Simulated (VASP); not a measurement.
Runs of VASP 6.6.1 on GaSb. The structure is that of space group F-43m (No. 216), or close to it. The cells are those of the table. 

| cell | gap on the mesh (eV) | pressure (GPa) |
| --- | --- | --- |
| a = 4.416, b = 4.416, c = 4.438 Å, angles 59.8, 59.8, 60.3°, 2 atoms | - | -0.8 |
| a = 4.372, b = 4.372, c = 4.350 Å, angles 60.2, 60.2, 59.7°, 2 atoms | none | 1.0 |
| a = 4.438, b = 4.438, c = 4.482 Å, angles 59.7, 59.7, 60.7°, 2 atoms | - | -1.6 |
| a = 4.350, b = 4.350, c = 4.306 Å, angles 60.3, 60.3, 59.3°, 2 atoms | none | (a) |

Alike in all rows: task single point; level PBE; potentials or basis VASP PAW PBE potentials, release 64 (Ga_d, Sb); no spin polarisation; k mesh 16 × 16 × 16; cutoff (eV) 520; smearing gaussian 0.15 eV.

Task: Fill in the values left out.

Result: (a) 2.1.

Caveats: spin-orbit coupling is left out, which moves the levels of the heavy elements; semilocal functionals underestimate gaps, so a narrow gap can read as zero (at least some runs).

A k mesh can miss the band edges, and the runs leave out spin-orbit coupling on Ga, Sb.

A gap of «none» marks levels without a gap at the run's occupations.
